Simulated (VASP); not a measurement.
## TiCo3: single point with r2SCAN

The system is TiCo3.

```
CELL_PARAMETERS angstrom
3.47618 0.00000 0.00000
0.00000 3.47618 0.00000
0.00000 0.00000 3.47618
ATOMIC_POSITIONS crystal
Ti 0.00000 0.00000 0.00000
Co 0.00000 0.50000 0.50000
Co 0.50000 0.00000 0.50000
Co 0.50000 0.50000 0.00000
```

This cell differs from its parent crystal: volume scaled by 0.91.

```
Program             : VASP 6.6.1
Task                : single point
Functional          : r2SCAN
Potentials or basis : VASP PAW PBE potentials, release 64 (Ti_sv, Co)
Cutoff              : 520 eV
k mesh              : 12 × 12 × 12
Occupations         : gaussian, width 0.1 eV
Spin                : collinear spin, ferrimagnetic start
Starting moments    : [-0.7, 1.46, 1.46, 1.46] μB
```

- Pressure: 15.2 GPa
- Net moment: 0.00 μB per cell
- Valence electrons inside the program's atomic spheres: Ti 10.52; Co 8.59

Levels at points of the mesh, in eV from the Fermi level:
Spin up:
```csv
k point,band 18,band 19,band 20,band 21,band 22,band 23
"(0.00, 0.00, 0.00)",0.97,0.97,0.97,2.98,2.98,3.74
"(0.50, 0.00, 0.00)",-0.65,-0.55,0.06,0.97,1.44,1.44
"(0.50, 0.50, 0.00)",-0.98,-0.94,-0.57,-0.23,2.03,2.03
"(0.50, 0.50, 0.50)",0.70,0.70,0.70,0.91,0.91,0.91
```
Spin down:
```tsv
k point	band 18	band 19	band 20	band 21	band 22	band 23
(0.00, 0.00, 0.00)	0.97	0.97	0.97	2.98	2.98	3.74
(0.50, 0.00, 0.00)	-0.65	-0.55	0.06	0.97	1.44	1.44
(0.50, 0.50, 0.00)	-0.97	-0.94	-0.57	-0.23	2.03	2.03
(0.50, 0.50, 0.50)	0.70	0.70	0.70	0.91	0.91	0.91
```

It took 15 min on 1 thread of Intel(R) Xeon(R) 6975P-C (Granite Rapids), on a shared host, peak memory 0.3 GiB.

Caveat: the PAW data sets were made with another functional, which shifts forces and pressure a little.
